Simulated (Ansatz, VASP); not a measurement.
**One calculation of CsCr3, two programs**

```
Cs Cr
1.0
     4.80524    0.00000    0.00000
     0.00000    4.80524    0.00000
     0.00000    0.00000    4.80524
Cs Cr
1 3
Direct
  0.00000 0.00000 0.00000
  0.00000 0.50000 0.50000
  0.50000 0.00000 0.50000
  0.50000 0.50000 0.00000
```

Alike in both runs: functional PBE; k mesh 4 × 4 × 4; occupations gaussian, width 0.1 eV; collinear spin.

Ansatz relaxed the structure, and its values are those at the end. VASP's run is a single point on that final structure, the one shown.

|  | VASP | Ansatz |
| --- | --- | --- |
| version | VASP 6.6.1 | Ansatz 0.2.0 |
| potentials or method | VASP PAW PBE potentials, release 64 (Cs_sv, Cr_pv), cutoff 520 eV | scalar-relativistic, plane waves, PAW |
| valence electrons in the cell | 45 | 51 |

|  | VASP | Ansatz | Ansatz less VASP |
| --- | --- | --- | --- |
| gap on the k mesh at the Fermi level (eV) | none | none | - |
| pressure (GPa) | 0.0 | -0.1 | -0.13 |
| net moment per atom (μB) | 3.61 | 3.61 | +0.001 |
| size of the moment on the site where the two differ most (μB) | 4.05 | 4.38 | +0.327 |

Site moments also hang on the region over which each program counts them. A gap of «none» marks a metal or a gap that the smearing closes. With one functional, cell and mesh, what is left measures potentials, basis and numerics. VASP's potentials hold 45 valence electrons a cell and Ansatz's 51, so a difference there can come from the potentials and not from the codes.

Neither program's run includes spin-orbit coupling.
